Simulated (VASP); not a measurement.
Set up this calculation in VASP 6.6.1, as the native input.

* Task: single point
* Functional: PBEsol
* Dispersion: D3(BJ)
* Potentials or basis: VASP PAW PBE potentials, release 64 (Zn)
* Cutoff: 520 eV
* k mesh: 11 × 11 × 11
* Occupations: fermi-dirac, width 0.05 eV
* Spin: no spin polarisation
* Dipole correction: no
* Further INCAR settings: ALGO = Normal; EDIFF = 1e-06; NBANDS = 12

The structure of Zn lies in POSCAR:

```
Zn
1.0
   -1.5690370000      1.5690370000      1.5690370000
    1.5690370000     -1.5690370000      1.5690370000
    1.5690370000      1.5690370000     -1.5690370000
Zn
1
Direct
    0.0000000000      0.0000000000      0.0000000000
```

These files were run (other wordings do the same):

INCAR

```
SYSTEM = Zn
PREC = Accurate ; ENCUT = 520
EDIFF = 1E-6 ; ISMEAR = -1
SIGMA = 0.05 ; LREAL = .FALSE.
LASPH = .TRUE. ; NELM = 80
ALGO = Normal ; ISIF = 2
LWAVE = .FALSE. ; LCHARG = .FALSE.
GGA = PS ; IVDW = 12
NBANDS = 12
```

KPOINTS

```
Automatic mesh
0
G
  11 11 11
  0 0 0
```

Potentials or basis: VASP PAW PBE potentials, release 64 (Zn).

Run with:

```sh
$ cat potpaw_PBE.64/Zn/POTCAR > POTCAR
$ mpirun -np 1 vasp_std > vasp.out
```

Results of the run:

```json
{
  "Pressure": "-9.3 GPa",
  "Band gap on the k mesh": "zero (band 6 reaches 5.95 eV, above the bottom of band 7 at 2.03 eV)",
  "Dispersion energy per atom": "-0.353 eV"
}
```

Caveat: three body term missing; the PAW data sets were made with another functional, which shifts forces and pressure a little; pairwise dispersion overbinds metals, which lowers pressure and volume.

Wall time 5.9 s on 1 thread of Intel(R) Xeon(R) Platinum 8259CL CPU @ 2.50GHz (Skylake/Cascade Lake) (shared host), peak memory 0.13 GiB.
